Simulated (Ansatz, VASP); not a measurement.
## Al in VASP and in Ansatz

POSCAR

```
Al
1.0
   -1.6190650171      1.6190650171      1.5912186900
    1.6190650171     -1.6190650171      1.5912186900
    1.6190650171      1.6190650171     -1.5912186900
Al
1
Direct
    0.0000000000      0.0000000000      0.0000000000
```

The input INCAR.step1:

```
SYSTEM = Al
PREC = Accurate ; ENCUT = 520
ISMEAR = 0 ; SIGMA = 0.15
LREAL = .FALSE. ; LASPH = .TRUE.
NELM = 80 ; NBANDS = 8
GGA = PE ; ALGO = Normal
EDIFF = 1E-4 ; LWAVE = .TRUE.
LCHARG = .FALSE.
```

Contents of INCAR.step2:

```
SYSTEM = Al
PREC = Accurate ; ENCUT = 520
EDIFF = 1E-7 ; ISMEAR = 0
SIGMA = 0.15 ; LREAL = .FALSE.
LASPH = .TRUE. ; NELM = 80
ALGO = Normal ; ISIF = 2
LWAVE = .FALSE. ; LCHARG = .TRUE.
METAGGA = R2SCAN ; LMIXTAU = .TRUE.
LELF = .TRUE. ; LVHAR = .TRUE.
NBANDS = 8 ; ISTART = 1
```

The input KPOINTS:

```
Automatic mesh
0
G
  20 20 20
  0 0 0
```

Input for Ansatz:

```yaml
crystal:
  lattice:
    - [-1.6190650171, 1.6190650171, 1.59121869]
    - [1.6190650171, -1.6190650171, 1.59121869]
    - [1.6190650171, 1.6190650171, -1.59121869]
  atoms:
    - { symbol: Al, position: [0.0, 0.0, 0.0] }
basis:
  ecutwfc: 500
kpoints:
  mp_grid: { grid: [20, 20, 20] }
hamiltonian:
  xc: r2scan
scf:
  occupations: { method: gaussian, width: 0.15 }
output:
  forces: true
  stress: true
  eigenvalues: true
```

Change from the starting cell: strain +0.0175 x Voigt [1, 1, 0, 0, 0, 0], atoms carried along.

Alike in both runs: task single point; functional r2SCAN; k mesh 20 × 20 × 20; occupations gaussian, width 0.15 eV; no spin polarisation.

```csv
,VASP,Ansatz
version,VASP 6.6.1,Ansatz 0.2.0
potentials or method,"VASP PAW PBE potentials, release 64 (Al), cutoff 520 eV","scalar-relativistic, plane waves, PAW"
valence electrons in the cell,3,3
```

```tsv
	VASP	Ansatz	Ansatz less VASP
gap on the k mesh at the Fermi level (eV)	none	none	-
pressure (GPa)	-2.6	-2.3	+0.28
traceless stress, the component that is largest in VASP (GPa)	-0.63	-0.63	-0.001
```

VASP's potentials were made for PBE, not for r2SCAN. A gap of «none» marks a metal or a gap that the smearing closes. The functional is the same, so the differences come from potentials, cutoffs and numerics.
